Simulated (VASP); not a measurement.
# K (I4_1/amd) in VASP: notebook

K is run at these levels: LDA; tasks: single point.

Program: VASP 6.6.1. These are calculated values, not measurements. Logs are shortened: lines on timing, memory, paths and dates and some standing lists are left out, and cuts for length are marked.

## 1. The cell of the first run

Symmetry: I4_1/amd, No. 141, tetragonal system. Conventional cell: a = 7.879 Å, b = 7.879 Å, c = 4.251 Å, α = 90.00°, β = 90.00°, γ = 90.00°. K (site symmetry -4m2) has 10 K at 4.08 to 5.07 Å within 5.4 Å.

## 2. Single point, LDA

Contents of INCAR:

```
PREC = Accurate
ENCUT = 520
EDIFF = 1E-7
ISMEAR = -1
SIGMA = 0.05
LREAL = F
LASPH = T
NELM = 60
ALGO = Normal
ISIF = 2
LWAVE = F
LCHARG = F
NBANDS = 16
```

Contents of KPOINTS:

```
regular mesh
0
Gamma
  10 10 10
```

Contents of POSCAR:

```
K
1.0
   -3.9395817872      3.9395817872      2.1255321432
    3.9395817872     -3.9395817872      2.1255321432
    3.9395817872      3.9395817872     -2.1255321432
K
2
Direct
   -0.3750000000     -0.1250000000     -0.2500000000
    0.3750000000      0.1250000000      0.2500000000
```

Potentials or basis: VASP PAW LDA potentials, release 64 (K_sv).

On the command line:

```
> cat potpaw_LDA.64/K_sv/POTCAR > POTCAR
> mpirun -np 1 vasp_std > vasp.out
```

OUTCAR:

```text
PREC = Accurate
   ENCUT = 520
   EDIFF = 1E-7
   ISMEAR = -1
   LREAL = F
   LASPH = T
   NELM = 60
   ISIF = 2

 ion  position               nearest neighbor table
   1  0.625  0.875  0.750-
   2  0.375  0.125  0.250-

  LATTYP: Found a body centered tetragonal cell.
 ALAT       =     7.8791635744
 C/A-ratio  =     0.5395324321

  Lattice vectors:

 A1 = (  -3.9395817872,   3.9395817872,   2.1255321432)
 A2 = (   3.9395817872,  -3.9395817872,   2.1255321432)
 A3 = (   3.9395817872,   3.9395817872,  -2.1255321432)

Analysis of symmetry for initial positions (statically):
=====================================================================
 Subroutine PRICEL returns:
 Original cell was already a primitive cell.

 Routine SETGRP: Setting up the symmetry group for a
 body centered tetragonal supercell.

 Subroutine GETGRP returns: Found 16 space group operations
 (whereof  4 operations were pure point group operations)
 out of a pool of 16 trial point group operations.

The static configuration has the point symmetry C_2h.
 The point group associated with its full space group is D_4h.

Analysis of symmetry for dynamics (positions and initial velocities):
=====================================================================
 Subroutine PRICEL returns:
 Original cell was already a primitive cell.

 Routine SETGRP: Setting up the symmetry group for a
 body centered tetragonal supercell.

 Subroutine GETGRP returns: Found 16 space group operations
 (whereof  4 operations were pure point group operations)
 out of a pool of 16 trial point group operations.

The dynamic configuration has the point symmetry C_2h.
 The point group associated with its full space group is D_4h.

 Subroutine INISYM returns: Found 16 space group operations
 (whereof  4 operations are pure point group operations),
 and found     1 'primitive' translations

----------------------------------------------------------------------------------------

                                     Primitive cell

  volume of cell :     131.9556

  direct lattice vectors                    reciprocal lattice vectors
    -3.939581787  3.939581787  2.125532143     0.000000000  0.126917025  0.235235210
     3.939581787 -3.939581787  2.125532143     0.126917025  0.000000000  0.235235210
     3.939581787  3.939581787 -2.125532143     0.126917025  0.126917025  0.000000000

  length of vectors
     5.963094516  5.963094516  5.963094516     0.267289235  0.267289235  0.179487778

  position of ions in fractional coordinates (direct lattice)
     0.625000000  0.875000000  0.750000000
     0.375000000  0.125000000  0.250000000

  ion indices of the primitive-cell ions
   primitive index   ion index
                 1           1
                 2           2

----------------------------------------------------------------------------------------

 KPOINTS: regular mesh

Automatic generation of k-mesh.
 Grid dimensions read from file:
 generate k-points for:   10   10   10

 Generating k-lattice:

  Cartesian coordinates                     Fractional coordinates (reciprocal lattice)
     0.000000000  0.012691702  0.023523521     0.100000000  0.000000000 -0.000000000
     0.012691702  0.000000000  0.023523521     0.000000000  0.100000000 -0.000000000
     0.012691702  0.012691702  0.000000000     0.000000000  0.000000000  0.100000000

  Length of vectors
     0.026728924  0.026728924  0.017948778

  Shift w.r.t. Gamma in fractional coordinates (k-lattice)
     0.000000000  0.000000000  0.000000000

 Subroutine IBZKPT returns following result:
 ===========================================

 Found    102 irreducible k-points:

 Following reciprocal coordinates:
            Coordinates               Weight
  0.000000  0.000000  0.000000      1.000000
  0.100000 -0.000000  0.000000      8.000000
  0.200000 -0.000000  0.000000      8.000000
  0.300000  0.000000 -0.000000      8.000000
  0.400000  0.000000 -0.000000      8.000000
  0.500000 -0.000000  0.000000      4.000000
[... 16 lines left out ...]
  0.300000  0.300000  0.000000      8.000000
  0.400000  0.300000  0.000000     16.000000
 [... further k-points ...]
   k-points           NKPTS =    102   k-points in BZ     NKDIM =    102   number of bands    NBANDS=     16
   number of dos      NEDOS =    301   number of ions     NIONS =      2
   total plane-waves  NPLWV = 110592
   dimension x,y,z NGX =    48 NGY =   48 NGZ =   48
   dimension x,y,z NGXF=    96 NGYF=   96 NGZF=   96
   ions per type =               2
   NGX,Y,Z   is equivalent  to a cutoff of  13.38, 13.38, 13.38 a.u.
   NGXF,Y,Z  is equivalent  to a cutoff of  26.76, 26.76, 26.76 a.u.
 SYSTEM =  unknown system
   PREC   = accura    normal or accurate (medium, high low for compatibility)
   ISTART =      0    job   : 0-new  1-cont  2-samecut
   ICHARG =      2    charge: 1-file 2-atom 10-const
   ISPIN  =      1    spin polarized calculation?
   LNONCOLLINEAR =      F non collinear calculations
   LSORBIT =      F    spin-orbit coupling
   LASPH  =      T    aspherical Exc in radial PAW
   ENCUT  =  520.0 eV  38.22 Ry    6.18 a.u.  11.09 11.09 11.09*2*pi/ulx,y,z
   NELM   =     60;   NELMIN=  2; NELMDL= -5     # of ELM steps
   EDIFF  = 0.1E-06   stopping-criterion for ELM
   LREAL  =      F    real-space projection
   EDIFFG = 0.1E-05   stopping-criterion for IOM
   NSW    =      0    number of steps for IOM
   IBRION =     -1    ionic relax: 0-MD 1-quasi-New 2-CG
   NFREE  =      0    steps in history (QN), initial steepest desc. (CG)
   ISIF   =      2    stress and relaxation
   ISYM   =      2    0-nonsym 1-usesym 2-fastsym
   POTIM  = 0.5000    time-step for ionic-motion
   TEBEG  =    0.0;   TEEND  =   0.0 temperature during run
   PSTRESS=    0.0 pullay stress
   NELECT =      18.0000    total number of electrons
   NUPDOWN=      -1.0000    fix difference up-down
   EMIN   =  10.00;   EMAX   =-10.00  energy-range for DOS
   EFERMI =   0.00;   METHOD = LEGACY
   ISMEAR =    -1;   SIGMA  =   0.05  broadening in eV -4-tet -1-fermi 0-gaus
   EFERMI_NEDOS =   21; number of points for ismear=-14 and -15
   IALGO  =     38    algorithm
   IMIX   =      4    mixing-type and parameters
     AMIX     =   0.40;   BMIX     =  1.00
     AMIX_MAG =   1.60;   BMIX_MAG =  1.00
  volume/ion in A,a.u.               =      65.98       445.24
  Fermi-wavevector in a.u.,A,eV,Ry     =   0.842732  1.592533  9.662829  0.710198
  Thomas-Fermi vector in A             =   1.957486
   LORBIT       =      0    0 simple, 1 ext, 2 COOP (PROOUT), +10 PAW based schemes
   GGA     = CA    functional components
   LHFCALC =     F    Hartree Fock is set to
   AEXX    =    0.0000 exact exchange contribution
   IVDW    =     0    specifies the selected vdW correction
   LEPSILON=     F    determine dielectric tensor
   LRPA    =     F    only Hartree local field effects (RPA)
 non-spin polarized calculation
  energy-cutoff  :      520.00
  volume of cell :      131.96
 maximum number of plane-waves:      3578
 NGX is ok and might be reduce to    48
   NGX = 23   NGY = 23   NGZ = 23

 number of electron      18.0000001 magnetization

 Free energy of the ion-electron system (eV)
  ---------------------------------------------------
  ext. energy  EPLUGINS =         0.00000000
  ---------------------------------------------------
  free energy    TOTEN  =        -2.20034825 eV

  energy without entropy =       -2.18622981  energy(sigma->0) =       -2.19328903

 E-fermi :  -0.0405     XC(G=0):  -6.1504

 val. band max:       -0.0435074051   @ k =   0.4000   0.3000   0.1000
 cond. band min:      -0.0303591650   @ k =  -0.3000   0.4000   0.1000
 fundamental gap:      0.0131482400
 Fermi energy:        -0.0404728645

 k-point     1 :       0.0000    0.0000    0.0000
  band No.  band energies     occupation
      1     -31.9208      2.00000
      2     -31.9021      2.00000
      3     -15.6981      2.00000
      4     -15.6981      2.00000
      5     -15.5793      2.00000
      6     -15.5776      2.00000
[... 8 lines left out ...]
     15       3.5467      0.00000
     16       5.0527      0.00000

 k-point     2 :       0.1000   -0.0000    0.0000
  band No.  band energies     occupation
      1     -31.9199      2.00000
      2     -31.9020      2.00000
      3     -15.6972      2.00000
      4     -15.6937      2.00000
      5     -15.5903      2.00000
      6     -15.5876      2.00000
[... 8 lines left out ...]
     15       3.5487      0.00000
     16       4.3856      0.00000

 k-point     3 :       0.2000   -0.0000    0.0000
  band No.  band energies     occupation
      1     -31.9175      2.00000
      2     -31.9017      2.00000
      3     -15.6948      2.00000
      4     -15.6825      2.00000
      5     -15.6170      2.00000
      6     -15.6114      2.00000
[... 8 lines left out ...]
     15       3.3908      0.00000
     16       3.7921      0.00000

 k-point     4 :       0.3000    0.0000   -0.0000
  band No.  band energies     occupation
      1     -31.9143      2.00000
      2     -31.9016      2.00000
      3     -15.6918      2.00000
      4     -15.6742      2.00000
      5     -15.6488      2.00000
      6     -15.6338      2.00000
[... 8 lines left out ...]
     15       3.5145      0.00000
     16       3.5583      0.00000
[... 324 lines left out ...]
 k-point    22 :      -0.2000    0.2000    0.0000
  band No.  band energies     occupation
      1     -31.9190      2.00000
      2     -31.9039      2.00000
      3     -15.6879      2.00000
      4     -15.6878      2.00000
      5     -15.5961      2.00000
      6     -15.5876      2.00000
[... 8 lines left out ...]
     15       3.3944      0.00000
     16       5.0929      0.00000

 k-point    23 :       0.3000    0.3000    0.0000
  band No.  band energies     occupation
      1     -31.9094      2.00000
      2     -31.9038      2.00000
      3     -15.6970      2.00000
      4     -15.6758      2.00000
      5     -15.6625      2.00000
      6     -15.6445      2.00000
[... 8 lines left out ...]
     15       3.6723      0.00000
     16       4.1289      0.00000

 k-point    24 :       0.4000    0.3000    0.0000
  band No.  band energies     occupation
      1     -31.9099      2.00000
      2     -31.9060      2.00000
      3     -15.6845      2.00000
      4     -15.6651      2.00000
      5     -15.6516      2.00000
      6     -15.6276      2.00000
[... 8 lines left out ...]
     15       3.8481      0.00000
     16       4.1442      0.00000

 [... further k-points ...]

------------------------ aborting loop because EDIFF is reached ----------------------------------------

  FORCE on cell =-STRESS in cart. coord.  units (eV):
  Direction    XX          YY          ZZ          XY          YZ          ZX
  --------------------------------------------------------------------------------------
  -------------------------------------------------------------------------------------
  Total        0.0185785      0.0185785      0.0152684     -0.0000000     -0.0000000      0.0000000
  in kB        0.2255758      0.2255758      0.1853855     -0.0000000     -0.0000000      0.0000000
  external PRESSURE =       0.2121790 kB  Pullay stress =       0.0000000 kB

 VOLUME and BASIS-vectors are now :
 -----------------------------------------------------------------------------
  energy-cutoff  :      520.00
  volume of cell :      131.96
      direct lattice vectors                 reciprocal lattice vectors
    -3.939581787  3.939581787  2.125532143     0.000000000  0.126917025  0.235235210
     3.939581787 -3.939581787  2.125532143     0.126917025  0.000000000  0.235235210
     3.939581787  3.939581787 -2.125532143     0.126917025  0.126917025  0.000000000

 POSITION                                       TOTAL-FORCE (eV/Angst)
 -----------------------------------------------------------------------------------
      3.93958      1.96979      1.59415        -0.000000      0.000000      0.000000
      0.00000      1.96979      0.53138         0.000000     -0.000000     -0.000000
 -----------------------------------------------------------------------------------
    total drift:                                0.000000     -0.000000      0.000000

  FREE ENERGIE OF THE ION-ELECTRON SYSTEM (eV)
  ---------------------------------------------------
  free  energy   TOTEN  =        -2.2003482495 eV

  energy  without entropy=       -2.1862298139  energy(sigma->0) =       -2.19328903
```

It took 2.8 min on 1 thread of Intel Xeon Platinum 8488C (Sapphire Rapids), shared host; peak memory 0.35 GiB.

What came out:

* Free energy: -2.2003 eV
* Pressure: 0.0 GPa
* Band gap on the k mesh: zero (bands 9 and 10 overlap by 1.72 eV)

## 3. Single point, LDA

Contents of INCAR:

```
SYSTEM = K
PREC = Accurate
ENCUT = 520
EDIFF = 1E-6
ISMEAR = -1
SIGMA = 0.05
LREAL = .FALSE.
LASPH = .TRUE.
NELM = 100
ALGO = Normal
ISIF = 2
LWAVE = .FALSE.
LCHARG = .FALSE.
GGA = CA
NBANDS = 16
```

Contents of KPOINTS:

```
regular mesh
0
G
  10 10 10
  0 0 0
```

POSCAR is that of step 2.

Potentials or basis: VASP PAW LDA potentials, release 64 (K_sv).

On the command line:

```
> cat potpaw_LDA.64/K_sv/POTCAR > POTCAR
> mpirun -np 1 vasp_std > vasp.out
```

OUTCAR:

```text
SYSTEM = K
   PREC = Accurate
   ENCUT = 520
   EDIFF = 1E-6
   ISMEAR = -1
   LREAL = .FALSE.
   LASPH = .TRUE.
   NELM = 100
   ISIF = 2
   GGA = CA

 ion  position               nearest neighbor table
   1  0.625  0.875  0.750-
   2  0.375  0.125  0.250-

  LATTYP: Found a body centered tetragonal cell.
 ALAT       =     7.8791635744
 C/A-ratio  =     0.5395324321

  Lattice vectors:

 A1 = (  -3.9395817872,   3.9395817872,   2.1255321432)
 A2 = (   3.9395817872,  -3.9395817872,   2.1255321432)
 A3 = (   3.9395817872,   3.9395817872,  -2.1255321432)

Analysis of symmetry for initial positions (statically):
=====================================================================
 Subroutine PRICEL returns:
 Original cell was already a primitive cell.

 Routine SETGRP: Setting up the symmetry group for a
 body centered tetragonal supercell.

 Subroutine GETGRP returns: Found 16 space group operations
[... 163 lines left out ...]
  free energy    TOTEN  =        -2.20034826 eV

  energy without entropy =       -2.18622984  energy(sigma->0) =       -2.19328905

 E-fermi :  -0.0405     XC(G=0):  -6.1504

 val. band max:       -0.0435216977   @ k =   0.4000   0.3000   0.1000
 cond. band min:      -0.0303734996   @ k =  -0.3000   0.4000   0.1000
 fundamental gap:      0.0131481981
 Fermi energy:        -0.0404887887

 k-point     1 :       0.0000    0.0000    0.0000
  band No.  band energies     occupation
      1     -31.9205      2.00000
      2     -31.9019      2.00000
      3     -15.6979      2.00000
      4     -15.6979      2.00000
      5     -15.5790      2.00000
      6     -15.5774      2.00000
[... 433 lines left out ...]
      3     -15.6843      2.00000
      4     -15.6648      2.00000
      5     -15.6514      2.00000
      6     -15.6273      2.00000
[... 8 lines left out ...]
     15       3.8482      0.00000
     16       4.1442      0.00000

 [... further k-points ...]

------------------------ aborting loop because EDIFF is reached ----------------------------------------

  FORCE on cell =-STRESS in cart. coord.  units (eV):
  Direction    XX          YY          ZZ          XY          YZ          ZX
  --------------------------------------------------------------------------------------
  -------------------------------------------------------------------------------------
  Total        0.0150641      0.0150641      0.0118417      0.0000000     -0.0000000      0.0000000
  in kB        0.1829050      0.1829050      0.1437794      0.0000000     -0.0000000      0.0000000
  external PRESSURE =       0.1698631 kB  Pullay stress =       0.0000000 kB

 VOLUME and BASIS-vectors are now :
 -----------------------------------------------------------------------------
  energy-cutoff  :      520.00
  volume of cell :      131.96
      direct lattice vectors                 reciprocal lattice vectors
    -3.939581787  3.939581787  2.125532143     0.000000000  0.126917025  0.235235210
     3.939581787 -3.939581787  2.125532143     0.126917025  0.000000000  0.235235210
     3.939581787  3.939581787 -2.125532143     0.126917025  0.126917025  0.000000000

 POSITION                                       TOTAL-FORCE (eV/Angst)
 -----------------------------------------------------------------------------------
      3.93958      1.96979      1.59415        -0.000000      0.000000      0.000000
      0.00000      1.96979      0.53138         0.000000     -0.000000     -0.000000
 -----------------------------------------------------------------------------------
    total drift:                                0.000000     -0.000000      0.000000

  FREE ENERGIE OF THE ION-ELECTRON SYSTEM (eV)
  ---------------------------------------------------
  free  energy   TOTEN  =        -2.2003482585 eV

  energy  without entropy=       -2.1862298408  energy(sigma->0) =       -2.19328905
```

OSZICAR:

```text
N       E                     dE             d eps       ncg     rms          rms(c)
DAV:   1     0.119481736122E+03    0.11948E+03   -0.77115E+03  3264   0.902E+02
DAV:   2     0.686670703423E+01   -0.11262E+03   -0.10948E+03  4064   0.293E+02
DAV:   3    -0.181042059064E+01   -0.86771E+01   -0.86492E+01  6128   0.537E+01
DAV:   4    -0.219910987945E+01   -0.38869E+00   -0.38817E+00  4552   0.926E+00
DAV:   5    -0.220641758132E+01   -0.73077E-02   -0.73065E-02  5408   0.101E+00    0.338E+00
DAV:   6    -0.220215863859E+01    0.42589E-02   -0.40206E-03  4528   0.477E-01    0.214E+00
DAV:   7    -0.220039489518E+01    0.17637E-02   -0.88471E-03  5704   0.526E-01    0.135E-01
DAV:   8    -0.220034525007E+01    0.49645E-04   -0.11040E-03  4616   0.301E-01    0.408E-02
DAV:   9    -0.220034417377E+01    0.10763E-05   -0.79218E-05  5320   0.686E-02    0.152E-02
DAV:  10    -0.220034804430E+01   -0.38705E-05   -0.71007E-06  4664   0.210E-02    0.665E-03
DAV:  11    -0.220034825849E+01   -0.21420E-06   -0.33722E-07  3520   0.378E-03
   1 F= -.22003483E+01 E0= -.21932890E+01  d E =-.141184E-01
```

Run time: 2.5 min. Hardware: 1 thread of Intel Xeon Platinum 8488C (Sapphire Rapids), shared host; peak memory 0.35 GiB.

What came out:

| Property | Result |
| --- | --- |
| Free energy | -2.2003 eV |
| Pressure | 0.0 GPa |
| Band gap on the k mesh | zero (bands 9 and 10 overlap by 1.72 eV) |
